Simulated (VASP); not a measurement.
# Al13Si3C3N13 (P1) in VASP: single point with PBEsol

Aim: the single point of Al13Si3C3N13 with PBEsol.

Everything below comes from runs of VASP 6.6.1. Logs are shortened: lines on timing, memory, paths and dates and some standing lists are left out, and cuts for length are marked.

## (1) The cell of the first run

The typed cell holds 96 atoms: a = 9.348 Å, b = 10.774 Å, c = 9.986 Å, α = 90.00°, β = 90.00°, γ = 90.00°.

## (2) Single point, PBEsol

INCAR

```
SYSTEM = Al13Si3C3N13
PREC = Accurate
ENCUT = 520
EDIFF = 1E-7
ISMEAR = -1
SIGMA = 0.05
LREAL = Auto
LASPH = .TRUE.
NELM = 80
ALGO = Normal
ISIF = 2
LWAVE = .FALSE.
LCHARG = .FALSE.
GGA = PS
ISYM = 0
NBANDS = 246
```

KPOINTS

```
Automatic mesh
0
Gamma
  1 1 1
  0.25 0.25 0.25
```

POSCAR

```
Al13Si3C3N13
1.0
    9.3478398020      0.0000000000      0.0000000000
    0.0000000000     10.7741810930      0.0000000000
    0.0000000000      0.0000000000      9.9855149175
Al Si N C
39 9 39 9
Direct
    0.1647180000      0.0854640000      0.2450370000
    0.1700520000      0.0836600000      0.7513270000
    0.0030610000      0.3333080000      0.7422980000
    0.5046000000      0.0830410000      0.2493840000
    0.4933370000      0.0879450000      0.7508890000
    0.3313550000      0.3319130000      0.7452820000
    0.1639340000      0.5823240000      0.2474840000
    0.1670990000      0.5765150000      0.7471560000
    0.9970520000      0.8318000000      0.2533720000
    0.0022210000      0.8319310000      0.7424860000
    0.8315030000      0.0826680000      0.2502970000
    0.8345810000      0.0867110000      0.7503330000
    0.6687860000      0.3314520000      0.2440170000
    0.6616840000      0.3362140000      0.7512840000
    0.5007620000      0.5832820000      0.2485260000
    0.5002110000      0.5858360000      0.7503060000
    0.3348390000      0.8334140000      0.2498960000
    0.8361270000      0.5805250000      0.2507200000
    0.6697970000      0.8328520000      0.2524070000
    0.6673490000      0.8378250000      0.7505850000
    0.0006120000      0.1626280000      0.4990680000
    0.0021750000      0.1683230000      0.9990870000
    0.3336810000      0.1669200000      0.4945490000
    0.1657310000      0.4147780000      0.4916950000
    0.9969300000      0.6625320000      0.5000090000
    0.0032100000      0.6663800000      0.9995800000
    0.6648300000      0.1689530000      0.5040280000
    0.6668990000      0.1693130000      0.9927990000
    0.5023840000      0.4176330000      0.4982660000
    0.4953950000      0.4162940000      0.9932190000
    0.3340720000      0.6680860000      0.4985900000
    0.1690350000      0.9167580000      0.4979380000
    0.8289650000      0.4146780000      0.5027880000
    0.8374240000      0.4180420000      0.9884760000
    0.6697470000      0.6655700000      0.5017460000
    0.6673580000      0.6722570000      0.0009940000
    0.4982170000      0.9198670000      0.5014400000
    0.5003300000      0.9179650000      0.0016510000
    0.8360210000      0.9208910000      0.0008220000
    0.9983650000      0.3315100000      0.2525690000
    0.3332870000      0.3337890000      0.2459160000
    0.3299340000      0.8317120000      0.7500500000
    0.8334840000      0.5831790000      0.7512450000
    0.3324040000      0.1656730000      0.0026360000
    0.1688550000      0.4102110000      0.0003930000
    0.3306730000      0.6603270000      0.0014700000
    0.1643970000      0.9150270000      0.0009770000
    0.8348520000      0.9171930000      0.5023580000
    0.9959610000      0.1721220000      0.1910580000
    0.0049920000      0.1609690000      0.6903570000
    0.3377530000      0.1717170000      0.1878990000
    0.3285280000      0.1632130000      0.6818650000
    0.1677240000      0.4152670000      0.6804410000
    0.9981350000      0.6675760000      0.1886120000
    0.9926450000      0.6629630000      0.6962610000
    0.6675540000      0.1644310000      0.1862270000
    0.4917510000      0.4143270000      0.1906850000
    0.3346900000      0.6690990000      0.1803240000
    0.3317010000      0.6796750000      0.6920220000
    0.1679080000      0.9131210000      0.1798160000
    0.1781300000      0.9107320000      0.6943000000
    0.8425320000      0.4134710000      0.1837940000
    0.6686350000      0.6656200000      0.1900460000
    0.6763700000      0.6703300000      0.6964960000
    0.5007220000      0.9145690000      0.1901120000
    0.4862820000      0.9094930000      0.6987950000
    0.8334100000      0.9163670000      0.1883920000
    0.8345460000      0.9163510000      0.6845650000
    0.1700270000      0.0803880000      0.4336870000
    0.0092300000      0.3357960000      0.9393620000
    0.4993720000      0.0820030000      0.4365830000
    0.4895290000      0.0846550000      0.9483060000
    0.3371290000      0.3320090000      0.4229840000
    0.1697150000      0.5863460000      0.4392980000
    0.0087480000      0.8377780000      0.9398140000
    0.8299000000      0.0721370000      0.4419110000
    0.8363890000      0.0842540000      0.9424540000
    0.6641390000      0.3324850000      0.4308300000
    0.6666240000      0.3379690000      0.9498640000
    0.5007730000      0.5897070000      0.4363960000
    0.4940760000      0.5954310000      0.9468670000
    0.3364400000      0.8339210000      0.4375780000
    0.3251400000      0.8253340000      0.9380250000
    0.8300080000      0.5829230000      0.4377560000
    0.8319190000      0.5916540000      0.9335360000
    0.6719310000      0.8392870000      0.4486250000
    0.6676080000      0.8388210000      0.9399700000
    0.1653260000      0.4065940000      0.1879240000
    0.6641990000      0.1632430000      0.6962700000
    0.4937760000      0.4229340000      0.6893150000
    0.8338540000      0.4265320000      0.6995650000
    0.1764590000      0.0742610000      0.9499610000
    0.9954080000      0.3295260000      0.4318890000
    0.3252380000      0.3233440000      0.9437260000
    0.1751040000      0.5763080000      0.9441320000
    0.9929820000      0.8363960000      0.4482500000
```

Potentials or basis: VASP PAW PBE potentials, release 64 (Al, Si, N, C).

Command:

```
cat potpaw_PBE.64/Al/POTCAR potpaw_PBE.64/Si/POTCAR potpaw_PBE.64/N/POTCAR potpaw_PBE.64/C/POTCAR > POTCAR
mpirun -np 1 vasp_std > vasp.out
```

OUTCAR:

```text
SYSTEM = Al13Si3C3N13
   PREC = Accurate
   ENCUT = 520
   EDIFF = 1E-7
   ISMEAR = -1
   LREAL = Auto
   LASPH = .TRUE.
   NELM = 80
   ISIF = 2
   GGA = PS
   ISYM = 0

 ion  position               nearest neighbor table
   1  0.165  0.085  0.245-  69 1.89  49 1.91  51 1.95  60 1.97  44 3.01  22 3.02  47 3.05  40 3.07
                            23 3.08  21 3.08  41 3.11  32 3.11  11 3.12  17 3.15   9 3.15   4 3.18
   2  0.170  0.084  0.751-  52 1.85  50 1.86  61 1.95  92 1.99   5 3.02  44 3.06  22 3.07   6 3.07
                            47 3.09  21 3.09  42 3.10  32 3.10   3 3.11  23 3.12  10 3.13  12 3.14
   3  0.003  0.333  0.742-  53 1.88  91 1.92  50 1.93  70 1.97  33 3.02   8 3.04  34 3.05  21 3.05
                            24 3.06   6 3.07  12 3.09   2 3.11  45 3.12  22 3.12  43 3.13  14 3.19
   4  0.505  0.083  0.249-  56 1.87  71 1.87  65 1.91  51 1.93  38 3.05  11 3.06  23 3.06  37 3.07
                            44 3.07  13 3.09  27 3.09  19 3.11  28 3.12  17 3.12  41 3.14   1 3.18
   5  0.493  0.088  0.751-  52 1.87  89 1.87  72 1.97  66 1.99   2 3.02   6 3.03  28 3.04  44 3.05
                            27 3.07  37 3.08  23 3.08  38 3.10  14 3.10  20 3.15  42 3.16  12 3.19
   6  0.331  0.332  0.745-  53 1.89  90 1.89  52 1.92  94 1.98   5 3.03   8 3.05  30 3.05   3 3.07
                            23 3.07   2 3.07  29 3.08  45 3.08  14 3.09  24 3.10  44 3.13  16 3.16
   7  0.164  0.582  0.247-  54 1.90  74 1.92  58 1.97  88 1.98  46 3.03  26 3.03  24 3.03  18 3.06
                            45 3.09  25 3.09   9 3.11  31 3.11  41 3.11  40 3.11  17 3.14  15 3.15
   8  0.167  0.577  0.747-  53 1.86  55 1.95  95 1.97  59 1.98   3 3.04   6 3.05  25 3.08  24 3.09
                            31 3.09  46 3.10  45 3.10  26 3.10  16 3.12  43 3.12  42 3.14  10 3.15
   9  0.997  0.832  0.253-  54 1.88  67 1.90  96 1.95  60 1.96  48 3.05  19 3.06  32 3.06  25 3.06
[... 59 lines left out ...]
  39  0.836  0.921  0.001-  77 1.85  67 1.87  87 1.91  75 1.94  11 3.04  47 3.07  12 3.07  22 3.09
                            20 3.09   9 3.09  19 3.10  36 3.11  28 3.11  38 3.14  26 3.16  10 3.16
  40  0.998  0.332  0.253-  93 1.79  49 1.82  62 1.84  88 1.87  24 2.99  21 3.06   1 3.07  18 3.08
                            13 3.08  22 3.08  33 3.09  45 3.10  11 3.10   7 3.11  41 3.13  34 3.18
  41  0.333  0.334  0.246-  73 1.77  57 1.80  51 1.84  88 1.85  45 3.01  44 3.03  24 3.04  23 3.07
                            30 3.07   1 3.11  29 3.11   7 3.11  15 3.11  40 3.13  13 3.14   4 3.14
  42  0.330  0.832  0.750-  59 1.74  61 1.75  66 1.76  83 1.88  10 3.06  31 3.07  32 3.07  47 3.08
                            37 3.09  16 3.09   2 3.10  46 3.12  38 3.12   8 3.14  20 3.15   5 3.16
  43  0.833  0.583  0.751-  91 1.76  55 1.80  85 1.82  64 1.83  34 2.96  35 3.06  25 3.06  33 3.07
                            26 3.08  36 3.09  14 3.11  10 3.11  16 3.12   8 3.12   3 3.13  20 3.15
  44  0.332  0.166  0.003-  72 1.79  94 1.80  92 1.84  51 1.85   1 3.01  41 3.03  45 3.05   5 3.05
                             2 3.06   4 3.07  22 3.09  38 3.10  30 3.10  47 3.12  28 3.13   6 3.13
  45  0.169  0.410  0.000-  70 1.80  94 1.83  88 1.87  95 1.88  41 3.01  22 3.04  44 3.05  30 3.05
                             6 3.08   7 3.09  46 3.09  40 3.10   8 3.10  34 3.10   3 3.12  26 3.16
  46  0.331  0.660  0.001-  81 1.77  58 1.79  95 1.81  83 1.89   7 3.03  30 3.05  15 3.05  26 3.06
                            16 3.07  45 3.09   8 3.10  17 3.10  42 3.12  36 3.15  38 3.20
  47  0.164  0.915  0.001-  75 1.78  60 1.79  92 1.79  83 1.89   1 3.05  39 3.07  26 3.07  42 3.08
                            17 3.08   2 3.09   9 3.10  22 3.12  44 3.12  10 3.12  38 3.14
  48  0.835  0.917  0.502-  76 1.78  96 1.80  68 1.82  86 1.82  10 3.01  20 3.05   9 3.05  21 3.07
                            19 3.07  12 3.08  11 3.08  35 3.12  32 3.12  25 3.13  27 3.14  37 3.15
  49  0.996  0.172  0.191-  40 1.82  11 1.91   1 1.91  22 1.92
  50  0.005  0.161  0.690-   2 1.86  12 1.88  21 1.91   3 1.93
  51  0.338  0.172  0.188-  41 1.84  44 1.85   4 1.93   1 1.95
  52  0.329  0.163  0.682-   2 1.85  23 1.87   5 1.87   6 1.92
  53  0.168  0.415  0.680-   8 1.86   3 1.88  24 1.88   6 1.89
  54  0.998  0.668  0.189-   9 1.88  18 1.89  26 1.89   7 1.90
[... 40 lines left out ...]
  95  0.175  0.576  0.944-  46 1.81  45 1.88  26 1.96   8 1.97
  96  0.993  0.836  0.448-  48 1.80  32 1.92  25 1.94   9 1.95

IMPORTANT INFORMATION: All symmetrisations will be switched off!
NOSYMM: (Re-)initialisation of all symmetry stuff for point group C_1.

----------------------------------------------------------------------------------------

[... 264 lines left out ...]
   NFREE  =      0    steps in history (QN), initial steepest desc. (CG)
   ISIF   =      2    stress and relaxation
   ISYM   =      0    0-nonsym 1-usesym 2-fastsym
   POTIM  = 0.5000    time-step for ionic-motion
   TEBEG  =    0.0;   TEEND  =   0.0 temperature during run
   PSTRESS=    0.0 pullay stress
   NELECT =     384.0000    total number of electrons
   NUPDOWN=      -1.0000    fix difference up-down
   EMIN   =  10.00;   EMAX   =-10.00  energy-range for DOS
   EFERMI =   0.00;   METHOD = LEGACY
   ISMEAR =    -1;   SIGMA  =   0.05  broadening in eV -4-tet -1-fermi 0-gaus
   EFERMI_NEDOS =   21; number of points for ismear=-14 and -15
   IALGO  =     38    algorithm
   IMIX   =      4    mixing-type and parameters
     AMIX     =   0.40;   BMIX     =  1.00
     AMIX_MAG =   1.60;   BMIX_MAG =  1.00
  volume/ion in A,a.u.               =      10.48        70.70
  Fermi-wavevector in a.u.,A,eV,Ry     =   1.187672  2.244375 19.191904  1.410565
  Thomas-Fermi vector in A             =   2.323818
   LORBIT       =      0    0 simple, 1 ext, 2 COOP (PROOUT), +10 PAW based schemes
   GGA     = PS    functional components
   LHFCALC =     F    Hartree Fock is set to
   AEXX    =    0.0000 exact exchange contribution
   IVDW    =     0    specifies the selected vdW correction
   LEPSILON=     F    determine dielectric tensor
   LRPA    =     F    only Hartree local field effects (RPA)
 non-spin polarized calculation
  energy-cutoff  :      520.00
  volume of cell :     1005.69
 maximum number of plane-waves:     27087
 NGX is ok and might be reduce to    70
   NGX = 35   NGY = 41   NGZ = 37

 number of electron     384.0000000 magnetization

 Free energy of the ion-electron system (eV)
  ---------------------------------------------------
  ext. energy  EPLUGINS =         0.00000000
  ---------------------------------------------------
  free energy    TOTEN  =      -745.36642641 eV

  energy without entropy =     -745.36642641  energy(sigma->0) =     -745.36642641

 E-fermi :   8.8299     XC(G=0): -11.1631

 val. band max:        7.6412464376   @ k =  -0.2500   0.2500  -0.2500
 cond. band min:      10.7636712898   @ k =  -0.2500  -0.2500   0.2500
 fundamental gap:      3.1224248522
 Fermi energy:         8.8298677756

 k-point     1 :       0.2500    0.2500    0.2500
  band No.  band energies     occupation
      1      -9.9031      2.00000
      2      -9.1255      2.00000
      3      -8.9911      2.00000
      4      -8.9198      2.00000
      5      -8.6193      2.00000
      6      -8.4564      2.00000
[... 817 lines left out ...]
    203      11.5593      0.00000
    204      11.6495      0.00000
 [bands above 204 left out]

------------------------ aborting loop because EDIFF is reached ----------------------------------------

  FORCE on cell =-STRESS in cart. coord.  units (eV):
  Direction    XX          YY          ZZ          XY          YZ          ZX
  --------------------------------------------------------------------------------------
  -------------------------------------------------------------------------------------
  Total        0.3548837      0.3935983      0.2213662      0.3848518     -0.7980969     -0.6769188
  in kB        0.5653672      0.6270436      0.3526598      0.6131095     -1.2714527     -1.0784032
  external PRESSURE =       0.5150235 kB  Pullay stress =       0.0000000 kB

 VOLUME and BASIS-vectors are now :
 -----------------------------------------------------------------------------
  energy-cutoff  :      520.00
  volume of cell :     1005.69
      direct lattice vectors                 reciprocal lattice vectors
     9.347839802  0.000000000  0.000000000     0.106976587  0.000000000  0.000000000
     0.000000000 10.774181093  0.000000000     0.000000000  0.092814479  0.000000000
     0.000000000  0.000000000  9.985514917     0.000000000  0.000000000  0.100145061

 POSITION                                       TOTAL-FORCE (eV/Angst)
 -----------------------------------------------------------------------------------
      1.53976      0.92080      2.44682        -0.000065     -0.004066     -0.011671
      1.58962      0.90137      7.50239         0.005272     -0.010349     -0.001002
      0.02861      3.59112      7.41223         0.011875     -0.008160      0.006315
      4.71692      0.89470      2.49023        -0.005160     -0.001122     -0.004925
      4.61164      0.94754      7.49801        -0.013722     -0.013244      0.011425
      3.09745      3.57609      7.44202        -0.011335     -0.013285     -0.004585
[... 88 lines left out ...]
      1.63684      6.20925      9.42764        -0.008845      0.005318     -0.014062
      9.28224      9.01148      4.47601         0.025018     -0.001303      0.001126
 -----------------------------------------------------------------------------------
    total drift:                                0.020696      0.040279      0.039592

  FREE ENERGIE OF THE ION-ELECTRON SYSTEM (eV)
  ---------------------------------------------------
  free  energy   TOTEN  =      -745.3664264119 eV

  energy  without entropy=     -745.3664264118  energy(sigma->0) =     -745.36642641
```

Run time: 81 min. Hardware: 1 thread of Intel Xeon 8259CL, shared host; peak memory 1.3 GiB.

Results:

```
Free energy            : -745.3664 eV
Pressure               : 0.1 GPa
Largest force          : 0.038 eV/Å
Band gap on the k mesh : 3.12 eV (least direct gap 3.13 eV)
```

Forces on the atoms (eV/Å):
```
Al   0.000 -0.004 -0.012
Al   0.005 -0.010 -0.001
Al   0.012 -0.008  0.006
Al  -0.005 -0.001 -0.005
Al  -0.014 -0.013  0.011
Al  -0.011 -0.013 -0.005
Al   0.004  0.015 -0.006
Al   0.002  0.001 -0.016
Al   0.009  0.005 -0.009
Al   0.002  0.010  0.000
Al  -0.001 -0.002  0.002
Al   0.021 -0.012  0.007
Al   0.002  0.003 -0.017
Al   0.001 -0.003  0.019
Al  -0.006  0.006 -0.005
Al   0.003  0.026  0.008
Al  -0.010  0.005 -0.003
Al   0.001  0.001 -0.006
Al   0.002  0.009  0.002
Al  -0.006  0.008  0.004
Al   0.001 -0.013  0.000
Al  -0.008  0.006 -0.001
Al  -0.002 -0.003 -0.001
Al   0.013  0.009  0.010
Al   0.002 -0.011  0.006
Al  -0.013  0.008  0.001
Al  -0.005  0.000 -0.016
Al  -0.005 -0.002 -0.001
Al  -0.010  0.003 -0.009
Al   0.012  0.010  0.001
Al  -0.007 -0.002  0.005
Al   0.015 -0.006  0.007
Al  -0.010  0.011 -0.007
Al   0.006  0.003 -0.001
Al  -0.007  0.001  0.006
Al   0.001 -0.003 -0.004
Al   0.000 -0.006  0.003
Al   0.003 -0.005 -0.003
Al  -0.002 -0.005 -0.001
Si  -0.006 -0.005 -0.012
Si   0.014 -0.004 -0.013
Si   0.008  0.000  0.003
Si   0.004  0.016  0.003
Si   0.003 -0.008  0.006
Si  -0.010 -0.003  0.001
Si   0.002  0.010  0.010
Si  -0.004 -0.013  0.000
Si  -0.017  0.000 -0.005
N    0.000 -0.012 -0.007
N   -0.009  0.003 -0.002
N    0.005 -0.014  0.002
N    0.010  0.016 -0.002
N    0.003 -0.011  0.005
N    0.005 -0.002 -0.002
N    0.003 -0.002 -0.006
N   -0.005  0.004 -0.002
N    0.017 -0.001  0.000
N   -0.004 -0.004  0.019
N    0.006 -0.036 -0.002
N   -0.002  0.001  0.027
N   -0.027  0.023 -0.005
N   -0.010  0.006 -0.005
N   -0.002 -0.006  0.007
N   -0.014  0.004 -0.006
N    0.001  0.007  0.006
N    0.020  0.008 -0.012
N    0.005  0.001  0.002
N   -0.005  0.017  0.013
N   -0.008  0.010  0.007
N   -0.002 -0.003 -0.012
N    0.008  0.010  0.006
N    0.019 -0.002 -0.012
N    0.000  0.005  0.037
N   -0.005 -0.006  0.002
N   -0.010 -0.020 -0.012
N   -0.005  0.023  0.001
N   -0.002  0.007 -0.011
N    0.001  0.003  0.010
N   -0.003  0.000 -0.011
N    0.002 -0.011  0.004
N    0.027 -0.016 -0.017
N   -0.005  0.000  0.011
N    0.010  0.003  0.005
N    0.001 -0.009  0.008
N   -0.002 -0.007  0.008
N   -0.009 -0.009 -0.002
N    0.001  0.001 -0.003
C    0.005  0.015  0.005
C    0.001  0.020  0.008
C   -0.007 -0.009 -0.007
C    0.005 -0.035 -0.006
C    0.004  0.006 -0.009
C   -0.009 -0.004  0.027
C   -0.015  0.008 -0.018
C   -0.009  0.005 -0.014
C    0.025 -0.001  0.001
```

Caveat: the PAW data sets were made with another functional, which shifts forces and pressure a little; a shifted mesh leaves out Γ, where band edges can lie. A k mesh can miss the band edges.
